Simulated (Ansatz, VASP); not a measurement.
**Cu in VASP and in Ansatz**

```
Cu
1.0
    -1.42740    1.42740    1.34108
     1.42740   -1.42740    1.34108
     2.85479    2.85479    0.00000
Cu
2
Direct
  0.01124 0.90771 0.00000
  0.48876 0.59229 0.50000
```

Alike in both runs: task single point; functional LDA; k mesh 20 × 20 × 12; occupations gaussian, width 0.15 eV; no spin polarisation.

|  | VASP | Ansatz |
| --- | --- | --- |
| version | VASP 6.6.1 | Ansatz 0.2.0 |
| potentials or method | VASP PAW LDA potentials, release 64 (Cu) | scalar-relativistic, plane waves, PAW |
| plane-wave cutoff (eV) | 520 | 420 |
| valence electrons in the cell | 22 | 38 |

```csv
,VASP,Ansatz,Ansatz less VASP
gap on the k mesh at the Fermi level (eV),none,none,-
pressure (GPa),2.3,1.4,-0.91
"traceless stress, the component that is largest in VASP (GPa)",-4.03,-4.04,-0.007
rms of the force components (eV/Å),0.337,0.336,-0.0014
```

Ansatz warns that its potentials were made for another functional, while VASP's fit it. LDA's correlation is that of Perdew and Zunger in VASP and of Perdew and Wang (1992) in Ansatz. Atom by atom the forces differ by 0.002 eV/Å (rms over components). A gap of «none» marks a metal or a gap that the smearing closes. VASP's potentials hold 22 valence electrons a cell and Ansatz's 38, so a difference there can come from the potentials and not from the codes.
